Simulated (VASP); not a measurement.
# CdF2 (I4mm) in VASP: single point with r2SCAN

Aim: the single point of CdF2 with r2SCAN.

All numbers are computed with VASP 6.6.1; they aren't measurements. Logs are shortened: lines on timing, memory, paths and dates and some standing lists are left out, and cuts for length are marked.

## 1. The cell of the first run

The structure is tetragonal, space group I4mm (No. 107). Conventional cell: a = 3.810 Å, b = 3.810 Å, c = 5.388 Å, α = 90.00°, β = 90.00°, γ = 90.00°. Within 2.9 Å of Cd (site symmetry 4mm) lie 8 F at 2.17 to 2.52 Å. Within 2.9 Å of F (site symmetry 2mm) lie 4 Cd at 2.17 to 2.52 Å and 6 F at 2.69 Å.

## 2. Single point, r2SCAN (atom 1 (Cd) moved by (-0.300, +0.000) A along y and z)

The input, POSCAR:

```
CdF2
1.0
    0.0000000000      2.6940000000      2.6940000000
    2.6940000000      0.0000000000      2.6940000000
    2.6940000000      2.6940000000      0.0000000000
Cd F
1 2
Direct
   -0.0556792873      0.0556792873     -0.0556792873
    0.2500000000      0.2500000000      0.2500000000
    0.7500000000      0.7500000000      0.7500000000
```

The input, INCAR.step1:

```
SYSTEM = CdF2
PREC     = Accurate       ! precision mode
ENCUT    = 770            ! plane-wave cutoff, eV
ISMEAR   = 0              ! smearing method
SIGMA    = 0.05           ! smearing width, eV
LREAL    = .FALSE.        ! projectors in reciprocal space
LASPH    = .TRUE.         ! aspherical terms in the spheres
NELM     = 120            ! most SCF steps
NBANDS   = 24             ! bands
GGA      = PE             ! functional
ALGO     = Normal         ! electronic algorithm
EDIFF    = 1E-5           ! SCF threshold, eV
LWAVE    = .TRUE.         ! write WAVECAR
LCHARG   = .FALSE.        ! write CHGCAR
GGA_COMPAT= .FALSE.
```

The input, INCAR.step2:

```
SYSTEM = CdF2
PREC     = Accurate       ! precision mode
ENCUT    = 770            ! plane-wave cutoff, eV
EDIFF    = 1E-6           ! SCF threshold, eV
ISMEAR   = 0              ! smearing method
SIGMA    = 0.05           ! smearing width, eV
LREAL    = .FALSE.        ! projectors in reciprocal space
LASPH    = .TRUE.         ! aspherical terms in the spheres
NELM     = 120            ! most SCF steps
ALGO     = Normal         ! electronic algorithm
ISIF     = 2              ! what is computed and relaxed
LWAVE    = .FALSE.        ! write WAVECAR
LCHARG   = .FALSE.        ! write CHGCAR
METAGGA  = R2SCAN         ! meta-GGA
LMIXTAU  = .TRUE.       
NBANDS   = 24             ! bands
ISTART   = 1            
GGA_COMPAT= .FALSE.
```

The input, KPOINTS:

```
Automatic mesh
0
G
  8 8 8
  0 0 0
```

Potentials or basis: VASP PAW PBE potentials, release 64 (Cd_sv_GW, F).

Launch:

```sh
$ cat potpaw_PBE.64/Cd_sv_GW/POTCAR potpaw_PBE.64/F/POTCAR > POTCAR
$ cp INCAR.step1 INCAR
$ mpirun -np 1 vasp_std > vasp.out
$ cp INCAR.step2 INCAR
$ mpirun -np 1 vasp_std > vasp.out
```

OUTCAR:

```text
SYSTEM = CdF2
   PREC = Accurate
   ENCUT = 770
   EDIFF = 1E-6
   ISMEAR = 0
   LREAL = .FALSE.
   LASPH = .TRUE.
   NELM = 120
   ISIF = 2
   METAGGA = R2SCAN
   ISTART = 1

 ion  position               nearest neighbor table
   1  0.944  0.056  0.944-   3 2.17   3 2.17   2 2.17   2 2.17
   2  0.250  0.250  0.250-   1 2.17   1 2.17
   3  0.750  0.750  0.750-   1 2.17   1 2.17

  LATTYP: Found a face centered cubic cell.
 ALAT       =     5.3880000000

  Lattice vectors:

 A1 = (   0.0000000000,   2.6940000000,   2.6940000000)
 A2 = (   2.6940000000,   0.0000000000,   2.6940000000)
 A3 = (   2.6940000000,   2.6940000000,   0.0000000000)

Analysis of symmetry for initial positions (statically):
=====================================================================
 Subroutine PRICEL returns:
 Original cell was already a primitive cell.

 Routine SETGRP: Setting up the symmetry group for a
 face centered cubic supercell.

 Subroutine GETGRP returns: Found  8 space group operations
 (whereof  8 operations were pure point group operations)
 out of a pool of 48 trial point group operations.

The static configuration has the point symmetry C_4v.

Analysis of symmetry for dynamics (positions and initial velocities):
=====================================================================
 Subroutine PRICEL returns:
 Original cell was already a primitive cell.

 Routine SETGRP: Setting up the symmetry group for a
 face centered cubic supercell.

 Subroutine GETGRP returns: Found  8 space group operations
 (whereof  8 operations were pure point group operations)
 out of a pool of 48 trial point group operations.

The dynamic configuration has the point symmetry C_4v.

 Subroutine INISYM returns: Found  8 space group operations
 (whereof  8 operations are pure point group operations),
 and found     1 'primitive' translations

----------------------------------------------------------------------------------------

                                     Primitive cell

  volume of cell :      39.1041

  direct lattice vectors                    reciprocal lattice vectors
     0.000000000  2.694000000  2.694000000    -0.185597624  0.185597624  0.185597624
     2.694000000  0.000000000  2.694000000     0.185597624 -0.185597624  0.185597624
     2.694000000  2.694000000  0.000000000     0.185597624  0.185597624 -0.185597624

  length of vectors
[... 83 lines left out ...]
   NELM   =    120;   NELMIN=  2; NELMDL=  0     # of ELM steps
   EDIFF  = 0.1E-05   stopping-criterion for ELM
   LREAL  =      F    real-space projection
   EDIFFG = 0.1E-04   stopping-criterion for IOM
   NSW    =      0    number of steps for IOM
   IBRION =     -1    ionic relax: 0-MD 1-quasi-New 2-CG
   NFREE  =      0    steps in history (QN), initial steepest desc. (CG)
   ISIF   =      2    stress and relaxation
   ISYM   =      2    0-nonsym 1-usesym 2-fastsym
   POTIM  = 0.5000    time-step for ionic-motion
   TEBEG  =    0.0;   TEEND  =   0.0 temperature during run
   PSTRESS=    0.0 pullay stress
   NELECT =      34.0000    total number of electrons
   NUPDOWN=      -1.0000    fix difference up-down
   EMIN   =  10.00;   EMAX   =-10.00  energy-range for DOS
   EFERMI =   0.00;   METHOD = LEGACY
   ISMEAR =     0;   SIGMA  =   0.05  broadening in eV -4-tet -1-fermi 0-gaus
   EFERMI_NEDOS =   21; number of points for ismear=-14 and -15
   IALGO  =     38    algorithm
   IMIX   =      4    mixing-type and parameters
     AMIX     =   0.40;   BMIX     =  1.00
     AMIX_MAG =   1.60;   BMIX_MAG =  1.00
  volume/ion in A,a.u.               =      13.03        87.96
  Fermi-wavevector in a.u.,A,eV,Ry     =   1.562525  2.952743 33.218397  2.441483
  Thomas-Fermi vector in A             =   2.665430
   LORBIT       =      0    0 simple, 1 ext, 2 COOP (PROOUT), +10 PAW based schemes
   METAGGA = R2SCAN    functional components
   LHFCALC =     F    Hartree Fock is set to
   AEXX    =    0.0000 exact exchange contribution
   IVDW    =     0    specifies the selected vdW correction
   LEPSILON=     F    determine dielectric tensor
   LRPA    =     F    only Hartree local field effects (RPA)
 non-spin polarized calculation
 Gauss-broadening in eV      SIGMA  =   0.05
  energy-cutoff  :      770.00
  volume of cell :       39.10
 maximum number of plane-waves:      1924
 NGX is ok and might be reduce to    36
   NGX = 17   NGY = 17   NGZ = 17

 number of electron      33.9999995 magnetization

 Free energy of the ion-electron system (eV)
  ---------------------------------------------------
  ext. energy  EPLUGINS =         0.00000000
  ---------------------------------------------------
  free energy    TOTEN  =       -33.60715325 eV

  energy without entropy =      -33.60715325  energy(sigma->0) =      -33.60715325

 E-fermi :   0.7976     XC(G=0): -11.1846

 val. band max:        0.2146711258   @ k =  -0.2500   0.5000   0.2500
 cond. band min:       3.8967825917   @ k =   0.0000   0.0000   0.0000
 fundamental gap:      3.6821114660
 Fermi energy:         0.7976027195

 k-point     1 :       0.0000    0.0000    0.0000
  band No.  band energies     occupation
      1    -100.8528      2.00000
      2     -61.0824      2.00000
      3     -61.0420      2.00000
      4     -61.0420      2.00000
      5     -21.9332      2.00000
      6     -20.9101      2.00000
[... 637 lines left out ...]
     23      20.7976      0.00000
     24      22.4025      0.00000

 [... further k-points ...]

------------------------ aborting loop because EDIFF is reached ----------------------------------------

  FORCE on cell =-STRESS in cart. coord.  units (eV):
  Direction    XX          YY          ZZ          XY          YZ          ZX
  --------------------------------------------------------------------------------------
  -------------------------------------------------------------------------------------
  Total        1.4561323      0.4612040      1.4561323     -0.0000000      0.0000000     -0.0000000
  in kB       59.6607413     18.8964786     59.6607413     -0.0000000      0.0000000     -0.0000000
  external PRESSURE =      46.0726537 kB  Pullay stress =       0.0000000 kB

 VOLUME and BASIS-vectors are now :
 -----------------------------------------------------------------------------
  energy-cutoff  :      770.00
  volume of cell :       39.10
      direct lattice vectors                 reciprocal lattice vectors
     0.000000000  2.694000000  2.694000000    -0.185597624  0.185597624  0.185597624
     2.694000000  0.000000000  2.694000000     0.185597624 -0.185597624  0.185597624
     2.694000000  2.694000000  0.000000000     0.185597624  0.185597624 -0.185597624

 POSITION                                       TOTAL-FORCE (eV/Angst)
 -----------------------------------------------------------------------------------
      2.69400      5.08800      2.69400         0.000000      1.588815      0.000000
      1.34700      1.34700      1.34700         0.000000     -0.794408      0.000000
      4.04100      4.04100      4.04100         0.000000     -0.794408      0.000000
 -----------------------------------------------------------------------------------
    total drift:                                0.000000      0.001014     -0.000000

  FREE ENERGIE OF THE ION-ELECTRON SYSTEM (eV)
  ---------------------------------------------------
  free  energy   TOTEN  =       -33.6071532535 eV

  energy  without entropy=      -33.6071532535  energy(sigma->0) =      -33.60715325
```

Wall time 2.8 min (1 thread of Intel Xeon 6975P-C (Granite Rapids), shared host); peak memory 0.29 GiB.

What came out:

```yaml
Free_energy: -33.6072 eV
Pressure: 4.6 GPa
Largest_force: 1.589 eV/Å
Band_gap_on_the_k_mesh: 3.68 eV (least direct gap 4.30 eV)
```

Forces in eV/Å, atoms in the order of the input:
```
Cd   0.000  1.589  0.000
F    0.000 -0.794  0.000
F    0.000 -0.794  0.000
```

Levels at points of the mesh, in eV from the valence-band top:
| k point | band 13 | band 14 | band 15 | band 16 | band 17 | band 18 | band 19 | band 20 | band 21 | band 22 |
| --- | --- | --- | --- | --- | --- | --- | --- | --- | --- | --- |
| (0.00, 0.00, 0.00) | -1.18 | -0.86 | -0.73 | -0.73 | -0.62 | 3.68 | 13.50 | 13.78 | 13.78 | 17.70 |
| (0.50, 0.00, 0.00) | -2.29 | -1.92 | -1.85 | -0.60 | -0.52 | 7.87 | 9.59 | 15.68 | 15.69 | 18.55 |
| (0.50, 0.50, 0.00) | -3.00 | -2.47 | -0.59 | -0.48 | -0.07 | 8.69 | 10.56 | 11.82 | 15.37 | 15.57 |
| (0.50, 0.00, 0.50) | -2.87 | -2.87 | -0.45 | -0.32 | -0.32 | 8.80 | 10.33 | 12.14 | 15.30 | 15.30 |

Caveat: the cell differs from its parent crystal (atom 1 (Cd) moved by (-0.300, +0.000) A along y and z); the cell stands under pressure; the PAW data sets were made with another functional, which shifts forces and pressure a little. A k mesh can miss the band edges.
